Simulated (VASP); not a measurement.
Runs of VASP 6.6.1 on Cs. The structure is that of space group Fd-3m (No. 227), or close to it. The cells are those of the table. This isn't the form of Cs at room conditions, which is bcc.

```csv
cell,gap on the mesh (eV),pressure (GPa)
"a = 5.955 Å, angles 60.0°, 2 atoms",none,(a)
"a = 6.817 Å, angles 60.0°, 2 atoms",none,0.6
"a = 7.503 Å, angles 60.0°, 2 atoms",none,(b)
"a = 6.415 Å, angles 60.0°, 2 atoms",none,1.0
"a = 7.803 Å, angles 60.0°, 2 atoms",none,0.1
"a = 7.176 Å, angles 60.0°, 2 atoms",none,0.4
```

Alike in all rows: task single point; level PBE; potentials or basis VASP PAW PBE potentials, release 64 (Cs_sv); no spin polarisation; k mesh 6 × 6 × 6; cutoff (eV) 520; smearing fermi-dirac 0.08 eV.

Estimate the missing entries.

(a) 1.9; (b) 0.2.

Caveats: spin-orbit coupling is left out, which moves the levels of the heavy elements.

A k mesh can miss the band edges, and the runs leave out spin-orbit coupling on Cs.

A gap of «none» marks levels without a gap at the run's occupations.
